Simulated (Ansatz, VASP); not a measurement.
## MgS: VASP beside Ansatz

The input INCAR:

```
ALGO = Normal ; EDIFF = 1E-7
ENCUT = 520 ; ISIF = 2
ISMEAR = 0 ; LASPH = True
LCHARG = False ; LREAL = False
LWAVE = False ; NBANDS = 11
NELM = 80 ; PREC = Accurate
SIGMA = 0.05
```

KPOINTS

```
k-points
0
Gamma
  8 8 8
```

File POSCAR:

```
MgS
1.0
    0.0000000000      2.5366087500      2.5366087500
    2.5366087500      0.0000000000      2.5366087500
    2.5366087500      2.5366087500      0.0000000000
Mg S
1 1
Direct
    0.0000000000      0.0000000000      0.0000000000
    0.5000000000      0.5000000000      0.5000000000
```

Input for Ansatz:

```yaml
crystal:
  lattice:
    - [0.0, 2.53660875, 2.53660875]
    - [2.53660875, 0.0, 2.53660875]
    - [2.53660875, 2.53660875, 0.0]
  atoms:
    - { symbol: Mg, position: [0.0, 0.0, 0.0] }
    - { symbol: S, position: [0.5, 0.5, 0.5] }
basis:
  ecutwfc: 420
kpoints:
  mp_grid: { grid: [8, 8, 8] }
hamiltonian:
  xc: lda
scf:
  occupations: { method: gaussian, width: 0.05 }
output:
  forces: true
  stress: true
  eigenvalues: true
```

Change from the starting cell: strain -0.025 along x and y, -0.025 along z, atoms carried along.

Alike in both runs: task single point; functional LDA; k mesh 8 × 8 × 8; occupations gaussian, width 0.05 eV; no spin polarisation.

|  | VASP | Ansatz |
| --- | --- | --- |
| version | VASP 6.6.1 | Ansatz 0.2.0 |
| potentials or method | VASP PAW LDA potentials, release 64 (Mg, S), cutoff 520 eV | scalar-relativistic, plane waves, PAW |
| valence electrons in the cell | 8 | 16 |

```csv
,VASP,Ansatz,Ansatz less VASP
gap on the k mesh at the Fermi level (eV),2.72,2.71,-0.003
least direct gap on the mesh (eV),4.12,4.10,-0.015
pressure (GPa),2.3,2.9,+0.61
```

LDA's correlation is that of Perdew and Zunger in VASP and of Perdew and Wang (1992) in Ansatz. VASP's potentials hold 8 valence electrons a cell and Ansatz's 16, so a difference there can come from the potentials and not from the codes.
